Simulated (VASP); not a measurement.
# Al (Fm-3m) in VASP: further runs, part 2 of 3

VASP 6.6.1. Earlier steps stand in the parts before.

## 3. Single point, RPBE

File INCAR:

```
PREC = Accurate
ENCUT = 520
EDIFF = 1E-6
ISMEAR = 0
SIGMA = 0.1
LREAL = False
LASPH = True
NELM = 60
ALGO = Normal
ISIF = 2
LWAVE = False
LCHARG = True
GGA = RP
LELF = True
LVHAR = True
ISYM = 0
NBANDS = 8
```

File KPOINTS:

```
Automatic mesh
0
Gamma
  4 4 4
  0.5 0.5 0
```

File POSCAR:

```
Al
1.0
    0.0000000000      2.0194648466      2.0194648466
    2.0194648466      0.0000000000      2.0194648466
    2.0194648466      2.0194648466      0.0000000000
Al
1
Direct
    0.0000000000      0.0000000000      0.0000000000
```

Potentials or basis: VASP PAW PBE potentials, release 64 (Al).

Launch:

```sh
cat potpaw_PBE.64/Al/POTCAR > POTCAR
mpirun -np 1 vasp_std > vasp.out
```

OUTCAR:

```text
PREC = Accurate
   ENCUT = 520
   EDIFF = 1E-6
   ISMEAR = 0
   LREAL = False
   LASPH = True
   NELM = 60
   ISIF = 2
   GGA = RP
   ISYM = 0

 ion  position               nearest neighbor table
   1  0.000  0.000  0.000-

IMPORTANT INFORMATION: All symmetrisations will be switched off!
NOSYMM: (Re-)initialisation of all symmetry stuff for point group C_1.

----------------------------------------------------------------------------------------

                                     Primitive cell

  volume of cell :      16.4717

  direct lattice vectors                    reciprocal lattice vectors
     0.000000000  2.019464847  2.019464847    -0.247590346  0.247590346  0.247590346
     2.019464847  0.000000000  2.019464847     0.247590346 -0.247590346  0.247590346
     2.019464847  2.019464847  0.000000000     0.247590346  0.247590346 -0.247590346

  length of vectors
     2.855954575  2.855954575  2.855954575     0.428839059  0.428839059  0.428839059

  position of ions in fractional coordinates (direct lattice)
     0.000000000  0.000000000  0.000000000

  ion indices of the primitive-cell ions
   primitive index   ion index
                 1           1

----------------------------------------------------------------------------------------

 KPOINTS: Automatic mesh

Automatic generation of k-mesh.
 Grid dimensions read from file:
 generate k-points for:    4    4    4

 Generating k-lattice:

  Cartesian coordinates                     Fractional coordinates (reciprocal lattice)
    -0.061897586  0.061897586  0.061897586     0.250000000  0.000000000  0.000000000
     0.061897586 -0.061897586  0.061897586     0.000000000  0.250000000  0.000000000
     0.061897586  0.061897586 -0.061897586     0.000000000  0.000000000  0.250000000

  Length of vectors
     0.107209765  0.107209765  0.107209765

  Shift w.r.t. Gamma in fractional coordinates (k-lattice)
     0.500000000  0.500000000  0.000000000

 Subroutine IBZKPT returns following result:
 ===========================================

 Found     96 irreducible k-points:

 Following reciprocal coordinates:
            Coordinates               Weight
  0.125000  0.125000  0.000000      2.000000
  0.000000  0.125000  0.125000      2.000000
  0.125000  0.000000  0.125000      2.000000
  0.375000  0.125000  0.000000      2.000000
  0.000000  0.375000  0.125000      2.000000
  0.125000  0.000000  0.375000      2.000000
[... 16 lines left out ...]
 -0.375000 -0.375000  0.500000      2.000000
  0.000000  0.125000 -0.375000      2.000000
 [... further k-points ...]
   k-points           NKPTS =     96   k-points in BZ     NKDIM =     96   number of bands    NBANDS=      8
   number of dos      NEDOS =    301   number of ions     NIONS =      1
   total plane-waves  NPLWV =  13824
   dimension x,y,z NGX =    24 NGY =   24 NGZ =   24
   dimension x,y,z NGXF=    48 NGYF=   48 NGZF=   48
   ions per type =               1
   NGX,Y,Z   is equivalent  to a cutoff of  13.97, 13.97, 13.97 a.u.
   NGXF,Y,Z  is equivalent  to a cutoff of  27.94, 27.94, 27.94 a.u.
 SYSTEM =  unknown system
   PREC   = accura    normal or accurate (medium, high low for compatibility)
   ISTART =      0    job   : 0-new  1-cont  2-samecut
   ICHARG =      2    charge: 1-file 2-atom 10-const
   ISPIN  =      1    spin polarized calculation?
   LNONCOLLINEAR =      F non collinear calculations
   LSORBIT =      F    spin-orbit coupling
   LASPH  =      T    aspherical Exc in radial PAW
   ENCUT  =  520.0 eV  38.22 Ry    6.18 a.u.   5.31  5.31  5.31*2*pi/ulx,y,z
   NELM   =     60;   NELMIN=  2; NELMDL= -5     # of ELM steps
   EDIFF  = 0.1E-05   stopping-criterion for ELM
   LREAL  =      F    real-space projection
   EDIFFG = 0.1E-04   stopping-criterion for IOM
   NSW    =      0    number of steps for IOM
   IBRION =     -1    ionic relax: 0-MD 1-quasi-New 2-CG
   NFREE  =      0    steps in history (QN), initial steepest desc. (CG)
   ISIF   =      2    stress and relaxation
   ISYM   =      0    0-nonsym 1-usesym 2-fastsym
   POTIM  = 0.5000    time-step for ionic-motion
   TEBEG  =    0.0;   TEEND  =   0.0 temperature during run
   PSTRESS=    0.0 pullay stress
   NELECT =       3.0000    total number of electrons
   NUPDOWN=      -1.0000    fix difference up-down
   EMIN   =  10.00;   EMAX   =-10.00  energy-range for DOS
   EFERMI =   0.00;   METHOD = LEGACY
   ISMEAR =     0;   SIGMA  =   0.10  broadening in eV -4-tet -1-fermi 0-gaus
   EFERMI_NEDOS =   21; number of points for ismear=-14 and -15
   IALGO  =     38    algorithm
   IMIX   =      4    mixing-type and parameters
     AMIX     =   0.40;   BMIX     =  1.00
     AMIX_MAG =   1.60;   BMIX_MAG =  1.00
  volume/ion in A,a.u.               =      16.47       111.16
  Fermi-wavevector in a.u.,A,eV,Ry     =   0.927974  1.753616 11.716453  0.861135
  Thomas-Fermi vector in A             =   2.054101
   LORBIT       =      0    0 simple, 1 ext, 2 COOP (PROOUT), +10 PAW based schemes
   GGA     = RP    functional components
   LHFCALC =     F    Hartree Fock is set to
   AEXX    =    0.0000 exact exchange contribution
   IVDW    =     0    specifies the selected vdW correction
   LEPSILON=     F    determine dielectric tensor
   LRPA    =     F    only Hartree local field effects (RPA)
 non-spin polarized calculation
 Gauss-broadening in eV      SIGMA  =   0.10
  energy-cutoff  :      520.00
  volume of cell :       16.47
 maximum number of plane-waves:       451
 NGX is ok and might be reduce to    24
   NGX = 11   NGY = 11   NGZ = 11

 number of electron       3.0000000 magnetization

 Free energy of the ion-electron system (eV)
  ---------------------------------------------------
  ext. energy  EPLUGINS =         0.00000000
  ---------------------------------------------------
  free energy    TOTEN  =        -3.56800048 eV

  energy without entropy =       -3.55842433  energy(sigma->0) =       -3.56321241

 E-fermi :   7.7967     XC(G=0): -10.1470

 val. band max:        7.7719728488   @ k =   0.3750   0.1250  -0.2500
 cond. band min:       8.9477938699   @ k =   0.1250   0.0000   0.3750
 fundamental gap:      1.1758210211
 Fermi energy:         7.7967471678

 k-point     1 :       0.1250    0.1250    0.0000
  band No.  band energies     occupation
      1      -2.4712      2.00000
      2      18.0603      0.00000
      3      18.0603      0.00000
      4      18.2331      0.00000
      5      21.1880      0.00000
      6      22.7657      0.00000
      7      25.8278      0.00000
      8      25.8278      0.00000

 k-point     2 :       0.0000    0.1250    0.1250
  band No.  band energies     occupation
      1      -2.4712      2.00000
      2      18.0603      0.00000
      3      18.0603      0.00000
      4      18.2331      0.00000
      5      21.1880      0.00000
      6      22.7657      0.00000
      7      25.8278      0.00000
      8      25.8278      0.00000

 k-point     3 :       0.1250    0.0000    0.1250
  band No.  band energies     occupation
      1      -2.4712      2.00000
      2      18.0603      0.00000
      3      18.0603      0.00000
      4      18.2331      0.00000
      5      21.1880      0.00000
      6      22.7657      0.00000
      7      25.8278      0.00000
      8      25.8278      0.00000

 k-point     4 :       0.3750    0.1250    0.0000
  band No.  band energies     occupation
      1       0.3264      2.00000
      2       8.9478      0.00000
      3      16.6489      0.00000
      4      17.3429      0.00000
      5      18.3654      0.00000
      6      24.4087      0.00000
      7      25.2614      0.00000
      8      26.4293      0.00000

 k-point     5 :       0.0000    0.3750    0.1250
  band No.  band energies     occupation
      1       0.3264      2.00000
      2       8.9478      0.00000
      3      16.6489      0.00000
      4      17.3429      0.00000
      5      18.3654      0.00000
      6      24.4087      0.00000
      7      25.2614      0.00000
      8      26.4293      0.00000
[... 177 lines left out ...]
 k-point    22 :       0.5000   -0.1250   -0.1250
  band No.  band energies     occupation
      1       1.9785      2.00000
      2       6.3076      2.00000
      3      14.8480      0.00000
      4      18.1230      0.00000
      5      19.9778      0.00000
      6      22.0338      0.00000
      7      24.8623      0.00000
      8      27.7793      0.00000

 k-point    23 :      -0.3750   -0.3750    0.5000
  band No.  band energies     occupation
      1       1.9785      2.00000
      2       6.3076      2.00000
      3      14.8480      0.00000
      4      18.1230      0.00000
      5      19.9778      0.00000
      6      22.0338      0.00000
      7      24.8623      0.00000
      8      27.7793      0.00000

 k-point    24 :       0.0000    0.1250   -0.3750
  band No.  band energies     occupation
      1       1.9785      2.00000
      2       6.3076      2.00000
      3      14.8480      0.00000
      4      18.1230      0.00000
      5      19.9778      0.00000
      6      22.0338      0.00000
      7      24.8623      0.00000
      8      27.7793      0.00000

 [... further k-points ...]
[... 5 lines left out ...]
  --------------------------------------------------------------------------------------
  -------------------------------------------------------------------------------------
  Total        0.1636390      0.1636393      0.1636389      0.0000013     -0.0000000      0.0000009
  in kB       15.9169006     15.9169304     15.9168945      0.0001313     -0.0000021      0.0000859
  external PRESSURE =      15.9169085 kB  Pullay stress =       0.0000000 kB

 VOLUME and BASIS-vectors are now :
 -----------------------------------------------------------------------------
  energy-cutoff  :      520.00
  volume of cell :       16.47
      direct lattice vectors                 reciprocal lattice vectors
     0.000000000  2.019464847  2.019464847    -0.247590346  0.247590346  0.247590346
     2.019464847  0.000000000  2.019464847     0.247590346 -0.247590346  0.247590346
     2.019464847  2.019464847  0.000000000     0.247590346  0.247590346 -0.247590346

 POSITION                                       TOTAL-FORCE (eV/Angst)
 -----------------------------------------------------------------------------------
      0.00000      0.00000      0.00000         0.000000      0.000000     -0.000000
 -----------------------------------------------------------------------------------
    total drift:                                0.000000      0.000000     -0.000000

  FREE ENERGIE OF THE ION-ELECTRON SYSTEM (eV)
  ---------------------------------------------------
  free  energy   TOTEN  =        -3.5680004820 eV

  energy  without entropy=       -3.5584243302  energy(sigma->0) =       -3.56321241
```

It took 13 s on 1 thread of AMD EPYC 7R13 (Zen 3), shared host; peak memory 0.1 GiB.

What came out:

```
Free energy : -3.5680 eV
Pressure    : 1.6 GPa
```

Levels at points of the mesh, in eV from the Fermi level:
| k point | band 1 | band 2 | band 3 | band 4 | band 5 | band 6 |
| --- | --- | --- | --- | --- | --- | --- |
| (0.12, 0.12, 0.00) | -10.27 | 10.26 | 10.26 | 10.44 | 13.39 | 14.97 |

Caveat: the k points lie up to 0.67 Å⁻¹ apart; the PAW data sets were made with another functional, which shifts forces and pressure a little.

[end of part 2 of 3]
